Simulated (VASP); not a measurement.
**CuAs: single point with LDA**

The system is CuAs.

```
CELL_PARAMETERS angstrom
3.60330 0.00000 0.00000
-1.80165 3.12055 0.00000
0.00000 0.00000 4.46940
ATOMIC_POSITIONS crystal
Cu 0.00000 0.00000 0.50000
Cu 0.00000 0.00000 0.00000
As 0.66667 0.33333 0.75000
As 0.33333 0.66667 0.25000
```

```json
{"Program": "VASP 6.6.1", "Task": "single point", "Functional": "LDA", "Potentials or basis": "VASP PAW LDA potentials, release 64 (Cu, As)", "Cutoff": "520 eV", "k mesh": "12 × 12 × 8", "Occupations": "gaussian, width 0.15 eV", "Spin": "no spin polarisation", "Dipole correction": "no", "Further INCAR settings": "ALGO = Normal; EDIFF = 1e-06; NBANDS = 24"}
```

```yaml
Pressure: 36.3 GPa
Band_gap_on_the_k_mesh: zero (band 16 reaches 11.15 eV, above the bottom of band 17 at 8.93 eV)
```

Stress tensor (GPa, compression positive):
```
33.34  0.00  0.00
 0.00 33.34  0.00
 0.00  0.00 42.32
```

Levels at points of the mesh, in eV from the Fermi level:
| k point | band 14 | band 15 | band 16 | band 17 | band 18 | band 19 |
| --- | --- | --- | --- | --- | --- | --- |
| (0.00, 0.00, 0.00) | -0.72 | -0.72 | 1.25 | 1.25 | 2.18 | 3.43 |
| (0.50, 0.00, 0.00) | -3.75 | -3.69 | -2.42 | 0.18 | 3.00 | 3.26 |
| (0.00, 0.00, 0.50) | -0.84 | 0.98 | 0.98 | 0.98 | 0.98 | 5.13 |
| (0.50, 0.00, 0.50) | -4.27 | -1.18 | -1.18 | 0.56 | 0.56 | 5.65 |

It took 87 s on 1 thread of AMD EPYC 9R45 96-Core Processor (Zen 5), on a shared host, peak memory 0.19 GiB.
